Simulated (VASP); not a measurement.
Runs of VASP 6.6.1 on Sc. The structure is that of space group P6_3/mmc (No. 194), or close to it. The cells are those of the table. 

| task | cell | cutoff (eV) | gap on the mesh (eV) | pressure (GPa) |
| --- | --- | --- | --- | --- |
| relaxation of cell and atoms | relaxed to 5 GPa from a = 3.280, b = 3.280, c = 5.356 Å, angles 90.0, 90.0, 120.0°, 2 atoms | 600 | none | 5.0 |
| relaxation of cell and atoms | relaxed to 20 GPa from a = 3.280, b = 3.280, c = 5.356 Å, angles 90.0, 90.0, 120.0°, 2 atoms | 600 | none | 20.0 |
| relaxation of cell and atoms | relaxed to 10 GPa from a = 3.280, b = 3.280, c = 5.356 Å, angles 90.0, 90.0, 120.0°, 2 atoms | 600 | none | 10.0 |
| single point | a = 3.086, b = 3.086, c = 4.723 Å, angles 90.0, 90.0, 120.0°, 2 atoms | 520 | none | 20.4 |
| relaxation of cell and atoms | relaxed from a = 3.280, b = 3.280, c = 5.356 Å, angles 90.0, 90.0, 120.0°, 2 atoms | 600 | none | 0.0 |
| single point | a = 3.246, b = 3.246, c = 5.045 Å, angles 90.0, 90.0, 120.0°, 2 atoms | 520 | none | 5.2 |
| single point | a = 3.184, b = 3.184, c = 4.916 Å, angles 90.0, 90.0, 120.0°, 2 atoms | 520 | none | (a) |
| single point | a = 3.328, b = 3.328, c = 5.201 Å, angles 90.0, 90.0, 120.0°, 2 atoms | 520 | none | 0.2 |

Alike in all rows: level r2SCAN; potentials or basis VASP PAW PBE potentials, release 64 (Sc_sv); no spin polarisation; k mesh 9 × 9 × 5; smearing gaussian 0.1 eV.

Question: Fill in the values left out.

Answer: (a) 10.3.

Caveats: the PAW data sets were made with another functional, which shifts forces and pressure a little; the cell is relaxed towards a set pressure, so the enthalpy falls and the energy may rise (some runs).

A gap of «none» marks levels without a gap at the run's occupations.
